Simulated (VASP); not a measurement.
# Si2Ge2Ir (P-6m2) in VASP: further runs, part 3 of 4

VASP 6.6.1. The steps go on from the part before.

## (4) Single point, PBE

This run uses another cell than the first one, of 23.96 Å³/atom.

Input file INCAR:

```
SYSTEM = Si2Ge2Ir
  ALGO = Normal
  EDIFF = 1E-6
  ENCUT = 500
  GGA = PE
  GGA_COMPAT = .False.
  ISIF = 2
  ISMEAR = 0
  LASPH = .True.
  LCHARG = .False.
  LREAL = .False.
  LWAVE = .False.
  NBANDS = 30
  NELM = 120
  PREC = Accurate
  SIGMA = 0.2
```

Input file KPOINTS:

```
k-points
0
Gamma
  6 6 2
  0 0 0
```

Input file POSCAR:

```
Si2Ge2Ir
1.0
    3.7948737529      0.0000000033      0.0000000000
   -1.8974368793      3.2864570726      0.0000000000
    0.0000000000      0.0000000000      9.6041613310
Si Ge Ir
2 2 1
Direct
    0.6666666667      0.3333333333      0.5000000000
    0.3333333333      0.6666666667      0.5000000000
    0.3333333333      0.6666666667      0.2408718471
    0.3333333333      0.6666666667      0.7591281529
    0.3333333333      0.6666666667      0.0000000000
```

Potentials or basis: VASP PAW PBE potentials, release 64 (Si, Ge_d, Ir).

Launch:

```
> cat potpaw_PBE.64/Si/POTCAR potpaw_PBE.64/Ge_d/POTCAR potpaw_PBE.64/Ir/POTCAR > POTCAR
> mpirun -np 1 vasp_std > vasp.out
```

OUTCAR:

```text
SYSTEM = Si2Ge2Ir
   EDIFF = 1E-6
   ENCUT = 500
   GGA = PE
   ISIF = 2
   ISMEAR = 0
   LASPH = .True.
   LREAL = .False.
   NELM = 120
   PREC = Accurate

 ion  position               nearest neighbor table
   1  0.667  0.333  0.500-   2 2.19   2 2.19   2 2.19
   2  0.333  0.667  0.500-   1 2.19   1 2.19   1 2.19   4 2.49   3 2.49
   3  0.333  0.667  0.241-   5 2.31   2 2.49
   4  0.333  0.667  0.759-   5 2.31   2 2.49
   5  0.333  0.667  0.000-   3 2.31   4 2.31

  LATTYP: Found a hexagonal cell.
 ALAT       =     3.7948737529
 C/A-ratio  =     2.5308249909

  Lattice vectors:

 A1 = (   3.7948737529,   0.0000000033,   0.0000000000)
 A2 = (  -1.8974368793,   3.2864570726,   0.0000000000)
 A3 = (   0.0000000000,   0.0000000000,   9.6041613310)

Analysis of symmetry for initial positions (statically):
=====================================================================
 Subroutine PRICEL returns:
 Original cell was already a primitive cell.

 Routine SETGRP: Setting up the symmetry group for a
 hexagonal supercell.

 Subroutine GETGRP returns: Found 12 space group operations
 (whereof 12 operations were pure point group operations)
 out of a pool of 24 trial point group operations.

The static configuration has the point symmetry D_3h.

Analysis of symmetry for dynamics (positions and initial velocities):
=====================================================================
 Subroutine PRICEL returns:
 Original cell was already a primitive cell.

 Routine SETGRP: Setting up the symmetry group for a
 hexagonal supercell.

 Subroutine GETGRP returns: Found 12 space group operations
 (whereof 12 operations were pure point group operations)
 out of a pool of 24 trial point group operations.

The dynamic configuration has the point symmetry D_3h.

 Subroutine INISYM returns: Found 12 space group operations
 (whereof 12 operations are pure point group operations),
 and found     1 'primitive' translations

----------------------------------------------------------------------------------------

                                     Primitive cell

  volume of cell :     119.7801

  direct lattice vectors                    reciprocal lattice vectors
     3.794873753  0.000000003  0.000000000     0.263513377  0.152139520  0.000000000
    -1.897436879  3.286457073  0.000000000    -0.000000000  0.304279039  0.000000000
     0.000000000  0.000000000  9.604161331     0.000000000  0.000000000  0.104121533

  length of vectors
     3.794873753  3.794873753  9.604161331     0.304279039  0.304279039  0.104121533

  position of ions in fractional coordinates (direct lattice)
     0.666666667  0.333333333  0.500000000
     0.333333333  0.666666667  0.500000000
     0.333333333  0.666666667  0.240871847
     0.333333333  0.666666667  0.759128153
     0.333333333  0.666666667  0.000000000

  ion indices of the primitive-cell ions
   primitive index   ion index
                 1           1
                 2           2
                 3           3
                 4           4
                 5           5
[... 28 lines left out ...]
            Coordinates               Weight
  0.000000  0.000000  0.000000      1.000000
  0.166667 -0.000000  0.000000      6.000000
  0.333333 -0.000000  0.000000      6.000000
  0.500000 -0.000000  0.000000      3.000000
  0.166667  0.166667  0.000000      6.000000
  0.333333  0.166667  0.000000     12.000000
  0.333333  0.333333  0.000000      2.000000
  0.000000  0.000000  0.500000      1.000000
  0.166667 -0.000000  0.500000      6.000000
  0.333333 -0.000000  0.500000      6.000000
  0.500000 -0.000000  0.500000      3.000000
  0.166667  0.166667  0.500000      6.000000
  0.333333  0.166667  0.500000     12.000000
  0.333333  0.333333  0.500000      2.000000
   k-points           NKPTS =     14   k-points in BZ     NKDIM =     14   number of bands    NBANDS=     30
   number of dos      NEDOS =    301   number of ions     NIONS =      5
   total plane-waves  NPLWV =  54880
   dimension x,y,z NGX =    28 NGY =   28 NGZ =   70
   dimension x,y,z NGXF=    56 NGYF=   56 NGZF=  140
   ions per type =               2   2   1
   NGX,Y,Z   is equivalent  to a cutoff of  12.27, 12.27, 12.12 a.u.
   NGXF,Y,Z  is equivalent  to a cutoff of  24.53, 24.53, 24.23 a.u.
 SYSTEM =  Si2Ge2Ir
   PREC   = accura    normal or accurate (medium, high low for compatibility)
   ISTART =      0    job   : 0-new  1-cont  2-samecut
   ICHARG =      2    charge: 1-file 2-atom 10-const
   ISPIN  =      1    spin polarized calculation?
   LNONCOLLINEAR =      F non collinear calculations
   LSORBIT =      F    spin-orbit coupling
   LASPH  =      T    aspherical Exc in radial PAW
   ENCUT  =  500.0 eV  36.75 Ry    6.06 a.u.   6.92  6.92 17.51*2*pi/ulx,y,z
   NELM   =    120;   NELMIN=  2; NELMDL= -5     # of ELM steps
   EDIFF  = 0.1E-05   stopping-criterion for ELM
   LREAL  =      F    real-space projection
   EDIFFG = 0.1E-04   stopping-criterion for IOM
   NSW    =      0    number of steps for IOM
   IBRION =     -1    ionic relax: 0-MD 1-quasi-New 2-CG
   NFREE  =      0    steps in history (QN), initial steepest desc. (CG)
   ISIF   =      2    stress and relaxation
   ISYM   =      2    0-nonsym 1-usesym 2-fastsym
   POTIM  = 0.5000    time-step for ionic-motion
   TEBEG  =    0.0;   TEEND  =   0.0 temperature during run
   PSTRESS=    0.0 pullay stress
   NELECT =      45.0000    total number of electrons
   NUPDOWN=      -1.0000    fix difference up-down
   EMIN   =  10.00;   EMAX   =-10.00  energy-range for DOS
   EFERMI =   0.00;   METHOD = LEGACY
   ISMEAR =     0;   SIGMA  =   0.20  broadening in eV -4-tet -1-fermi 0-gaus
   EFERMI_NEDOS =   21; number of points for ismear=-14 and -15
   IALGO  =     38    algorithm
   IMIX   =      4    mixing-type and parameters
     AMIX     =   0.40;   BMIX     =  1.00
     AMIX_MAG =   1.60;   BMIX_MAG =  1.00
  volume/ion in A,a.u.               =      23.96       161.66
  Fermi-wavevector in a.u.,A,eV,Ry     =   1.181274  2.232285 18.985692  1.395409
  Thomas-Fermi vector in A             =   2.317551
   LORBIT       =      0    0 simple, 1 ext, 2 COOP (PROOUT), +10 PAW based schemes
   GGA     = PE    functional components
   LHFCALC =     F    Hartree Fock is set to
   AEXX    =    0.0000 exact exchange contribution
   IVDW    =     0    specifies the selected vdW correction
   LEPSILON=     F    determine dielectric tensor
   LRPA    =     F    only Hartree local field effects (RPA)
 non-spin polarized calculation
 Gauss-broadening in eV      SIGMA  =   0.20
  energy-cutoff  :      500.00
  volume of cell :      119.78
 maximum number of plane-waves:      3072
 NGX is ok and might be reduce to    28
   NGX = 13   NGY = 13   NGZ = 35

 number of electron      45.0000014 magnetization

 Free energy of the ion-electron system (eV)
  ---------------------------------------------------
  ext. energy  EPLUGINS =         0.00000000
  ---------------------------------------------------
  free energy    TOTEN  =       -23.51785860 eV

  energy without entropy =      -23.45290019  energy(sigma->0) =      -23.48537939

 E-fermi :   4.2278     XC(G=0):  -9.5658

 val. band max:        4.2139602878   @ k =   0.3333   0.3333   0.0000
 cond. band min:       4.2516092651   @ k =   0.5000  -0.0000   0.0000
 fundamental gap:      0.0376489773
 Fermi energy:         4.2278359566

 k-point     1 :       0.0000    0.0000    0.0000
  band No.  band energies     occupation
      1     -20.7170      2.00000
      2     -20.7170      2.00000
      3     -20.7170      2.00000
      4     -20.7170      2.00000
      5     -20.6567      2.00000
      6     -20.6304      2.00000
[... 451 lines left out ...]
     29       7.8841      0.00000
     30       8.9262      0.00000

------------------------ aborting loop because EDIFF is reached ----------------------------------------

  FORCE on cell =-STRESS in cart. coord.  units (eV):
  Direction    XX          YY          ZZ          XY          YZ          ZX
  --------------------------------------------------------------------------------------
  -------------------------------------------------------------------------------------
  Total        0.2428703      0.2428703      0.5242845      0.0000000     -0.0000000      0.0000000
  in kB        3.2486297      3.2486297      7.0128232      0.0000000     -0.0000000      0.0000000
  external PRESSURE =       4.5033608 kB  Pullay stress =       0.0000000 kB

 VOLUME and BASIS-vectors are now :
 -----------------------------------------------------------------------------
  energy-cutoff  :      500.00
  volume of cell :      119.78
      direct lattice vectors                 reciprocal lattice vectors
     3.794873753  0.000000003  0.000000000     0.263513377  0.152139520  0.000000000
    -1.897436879  3.286457073  0.000000000    -0.000000000  0.304279039  0.000000000
     0.000000000  0.000000000  9.604161331     0.000000000  0.000000000  0.104121533

 POSITION                                       TOTAL-FORCE (eV/Angst)
 -----------------------------------------------------------------------------------
      1.89744      1.09549      4.80208         0.000000     -0.000000     -0.000000
     -0.00000      2.19097      4.80208         0.000000     -0.000000     -0.000000
     -0.00000      2.19097      2.31337        -0.000000      0.000000      0.066511
     -0.00000      2.19097      7.29079        -0.000000      0.000000     -0.066511
     -0.00000      2.19097      0.00000        -0.000000     -0.000000     -0.000000
 -----------------------------------------------------------------------------------
    total drift:                               -0.000003      0.000002     -0.000000

  FREE ENERGIE OF THE ION-ELECTRON SYSTEM (eV)
  ---------------------------------------------------
  free  energy   TOTEN  =       -23.5178585971 eV

  energy  without entropy=      -23.4529001914  energy(sigma->0) =      -23.48537939
```

OSZICAR:

```text
N       E                     dE             d eps       ncg     rms          rms(c)
DAV:   1     0.411111745128E+03    0.41111E+03   -0.20339E+04  1004   0.277E+03
DAV:   2     0.397776555534E+02   -0.37133E+03   -0.35614E+03   840   0.766E+02
DAV:   3    -0.210422089862E+02   -0.60820E+02   -0.58808E+02   996   0.176E+02
DAV:   4    -0.242675195759E+02   -0.32253E+01   -0.32063E+01   972   0.480E+01
DAV:   5    -0.243671567124E+02   -0.99637E-01   -0.99577E-01  1026   0.843E+00    0.904E+00
DAV:   6    -0.239831643708E+02    0.38399E+00   -0.38014E+00  1084   0.945E+00    0.579E+00
DAV:   7    -0.237792238379E+02    0.20394E+00   -0.51446E+00  1106   0.850E+00    0.529E+00
DAV:   8    -0.235410565153E+02    0.23817E+00   -0.17264E+00  1084   0.597E+00    0.132E+00
DAV:   9    -0.235178009551E+02    0.23256E-01   -0.11040E-01  1010   0.180E+00    0.360E-01
DAV:  10    -0.235177971530E+02    0.38021E-05   -0.67212E-03  1080   0.409E-01    0.168E-01
DAV:  11    -0.235178154469E+02   -0.18294E-04   -0.60038E-04  1094   0.139E-01    0.925E-02
DAV:  12    -0.235178660555E+02   -0.50609E-04   -0.20422E-04   944   0.774E-02    0.245E-02
DAV:  13    -0.235178577192E+02    0.83363E-05   -0.31193E-05   854   0.323E-02    0.107E-02
DAV:  14    -0.235178585971E+02   -0.87787E-06   -0.27971E-06   804   0.871E-03
   1 F= -.23517859E+02 E0= -.23485379E+02  d E =-.649584E-01
```

stdout:

```text
POSCAR found type information on POSCAR SiGeIr
 POSCAR found :  3 types and       5 ions
 scaLAPACK will be used
 LDA part: xc-table for (Slater+PW92), standard interpolation
 POSCAR, INCAR and KPOINTS ok, starting setup
 FFT: planning ... GRIDC
 FFT: planning ... GRID_SOFT
 FFT: planning ... GRID
 WAVECAR not read
 entering main loop
```

Run time: 99 s. Hardware: 1 thread of Intel Xeon 8259CL, shared host; peak memory 0.24 GiB.

What came out:

```yaml
Free_energy: -23.5179 eV
Pressure: 0.5 GPa
Largest_force: 0.067 eV/Å
Band_gap_on_the_k_mesh: zero (an odd number of electrons rules out a gap without spin polarisation)
```

Forces on the atoms (eV/Å):
```
Si   0.000  0.000  0.000
Si   0.000  0.000  0.000
Ge   0.000  0.000  0.067
Ge   0.000  0.000 -0.067
Ir   0.000  0.000  0.000
```

Caveat: spin-orbit coupling is left out, which moves the levels of the heavy elements.

## (5) Relaxation of cell and atoms, PBE

This run uses another cell than the first one, of 16.22 Å³/atom.

Input file INCAR:

```
SYSTEM = Si2Ge2Ir
PREC = Accurate
ENCUT = 500
EDIFF = 1E-7
ISMEAR = 0
SIGMA = 0.2
LREAL = .FALSE.
LASPH = .TRUE.
NELM = 120
ALGO = Normal
ISIF = 3
LWAVE = .FALSE.
LCHARG = .FALSE.
GGA = PE
IBRION = 2
NSW = 36
EDIFFG = -0.08
GGA_COMPAT = .FALSE.
NELMIN = 4
```

Input file KPOINTS:

```
regular mesh
0
G
  5 5 2
  0 0 0
```

Input file POSCAR:

```
Si2Ge2Ir
1.0
    3.5250261700      0.0000000000      0.0000000000
   -1.7625130800      3.0527622100      0.0000000000
    0.0000000000      0.0000000000      7.5344182500
Si Ge Ir
2 2 1
Direct
    0.0000000000      0.0000000000      0.1961945300
    0.0000000000      0.0000000000      0.8038054700
    0.6666666700      0.3333333300      0.2767476900
    0.6666666700      0.3333333300      0.7232523100
    0.3333333300      0.6666666700      0.0000000000
```

Launch:

```
> cat potpaw_PBE.64/Si/POTCAR potpaw_PBE.64/Ge_d/POTCAR potpaw_PBE.64/Ir/POTCAR > POTCAR
> mpirun -np 1 vasp_std > vasp.out
```

Run time: 17 min. Hardware: 1 thread of Intel Xeon 8259CL, shared host; peak memory 0.23 GiB.

The run converged. Its results:

| Item | Value |
| --- | --- |
| Free energy | -28.1267 eV |
| Relaxed volume | 18.80 Å³/atom |
| Relaxed cell | a = 3.623 Å, b = 3.623 Å, c = 8.269 Å, α = 90.00°, β = 90.00°, γ = 120.00° |
| Space group after relaxing (to 0.1 Å) | P-6m2 (No. 187) |
| Energy gained by relaxing | 805.4 meV/atom |
| Ionic steps | 26 |
| Pressure after relaxing | 0.0 GPa |
| Largest force after relaxing | 0.031 eV/Å |
| Band gap on the k mesh | zero (an odd number of electrons rules out a gap without spin polarisation) |

Forces on the atoms (eV/Å):
```
Si   0.000  0.000  0.021
Si   0.000  0.000 -0.021
Ge   0.000  0.000 -0.031
Ge   0.000  0.000  0.031
Ir   0.000  0.000  0.000
```

Stress tensor (GPa, compression positive):
```
 0.18  0.00  0.00
 0.00  0.18  0.00
 0.00  0.00 -0.47
```

Step by step:
```tsv
step	energy change (eV)	largest force (eV/Å)	pressure (GPa)	volume (Å³)
1	0.0000	3.4824	40.76	81.08
2	-0.4844	1.3705	-15.77	138.15
3	-3.0383	1.8247	-5.03	104.27
4	-3.0531	1.8571	-3.84	102.89
5	-3.0549	1.8786	-2.99	102.03
6	-3.4257	1.1372	-0.87	98.66
7	-3.5407	0.6827	3.45	94.77
8	-3.5518	0.6549	1.80	96.00
9	-3.5551	0.6665	2.26	95.62
10	-3.5911	0.3031	-1.41	98.71
11	-3.5945	0.3891	-0.67	98.00
12	-3.6263	0.3506	-0.80	97.71
13	-3.7160	0.2665	-1.12	96.82
14	-3.8172	0.6792	-1.15	94.89
15	-3.8167	0.3373	-1.21	95.34
16	-3.8488	0.3756	-0.74	94.71
17	-3.9216	0.5501	0.76	92.76
18	-3.8615	1.1045	4.61	88.58
19	-3.9342	0.6985	1.79	91.55
20	-3.9823	0.4655	0.74	92.15
21	-3.9970	0.3787	-0.30	92.78
22	-3.9974	0.3589	-0.16	92.70
23	-4.0073	0.2771	0.26	92.59
24	-4.0183	0.0312	1.47	92.29
25	-4.0247	0.0290	0.72	93.14
26	-4.0268	0.0306	-0.03	94.01
```

Final structure:
```xyz
5
Lattice="3.6233 0.0000 0.0000 -1.8117 3.1379 0.0000 0.0000 0.0000 8.2687" Properties=species:S:1:pos:R:3 pbc="T T T"
Si    3.6233    0.0000    1.3145
Si    3.6233    0.0000    6.9542
Ge    1.8117    1.0460    2.7945
Ge    1.8117    1.0460    5.4741
Ir    0.0000    2.0919    0.0000
```

Levels at points of the mesh, in eV from the Fermi level:
```
           k point  band 18  band 19  band 20  band 21  band 22  band 23  band 24  band 25  band 26  band 27
(0.00, 0.00, 0.00)    -3.07    -3.07    -0.76     1.52     1.52     1.60     1.60     3.35     3.67     3.67
(0.00, 0.00, 0.50)    -3.07    -2.77     1.05     1.05     1.05     2.23     2.26     2.26     3.58     4.04
```

Caveat: the k points lie up to 0.40 Å⁻¹ apart in the final cell, too coarse for converged energies and pressures of a metal; the volume moved by over 15 % at a fixed basis, so the end points are rough; spin-orbit coupling is left out, which moves the levels of the heavy elements.

(Continued in part 4 of 4.)
